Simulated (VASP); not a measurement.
Set up this calculation in VASP 6.6.1, as the native input.

```yaml
Task: relaxation of cell and atoms
Functional: PBE
Potentials_or_basis: VASP PAW PBE potentials, release 64 (Ir)
Cutoff: 500 eV
k_mesh: 12 × 12 × 12
Occupations: fermi-dirac, width 0.05 eV
Spin: no spin polarisation
Target_pressure: 10 GPa
Dipole_correction: no
Further_INCAR_settings: ALGO = Normal; EDIFF = 1e-07; IBRION = 2; EDIFFG = -0.01; NSW = 60; ISIF = 3
```

The structure of Ir lies in POSCAR:

```
Ir
1.0
    0.0000000000      1.9156000000      1.9156000000
    1.9156000000      0.0000000000      1.9156000000
    1.9156000000      1.9156000000      0.0000000000
Ir
1
Direct
    0.0000000000      0.0000000000      0.0000000000
```

The input as run:

INCAR

```
  ALGO = Normal
  EDIFF = 1E-7
  EDIFFG = -0.01
  ENCUT = 500
  GGA = PE
  GGA_COMPAT = False
  IBRION = 2
  ISIF = 3
  ISMEAR = -1
  LASPH = True
  LCHARG = False
  LREAL = False
  LWAVE = False
  NELM = 120
  NELMIN = 4
  NSW = 60
  PREC = Accurate
  PSTRESS = 100.0
  SIGMA = 0.05
```

KPOINTS

```
k-points
0
Gamma
  12 12 12
```

Potentials or basis: VASP PAW PBE potentials, release 64 (Ir).

Run with:

```console
$ cat potpaw_PBE.64/Ir/POTCAR > POTCAR
$ mpirun -np 1 vasp_std > vasp.out
```

Results of the run:

- Relaxed volume: 14.12 Å³/atom
- Relaxed cell: a = 2.713 Å, b = 2.713 Å, c = 2.713 Å, α = 60.00°, β = 60.00°, γ = 60.00°
- Space group after relaxing (to 0.05 Å): Fm-3m (No. 225)
- Energy change on relaxing (the enthalpy is what falls): -4.2 meV/atom
- Ionic steps: 3
- Pressure after relaxing: 10.0 GPa

Caveat: the cell is relaxed towards a set pressure, so the enthalpy falls and the energy may rise.

Wall time 10 s on 1 thread of AMD EPYC 9R45 96-Core Processor (Zen 5) (shared host), peak memory 0.11 GiB.
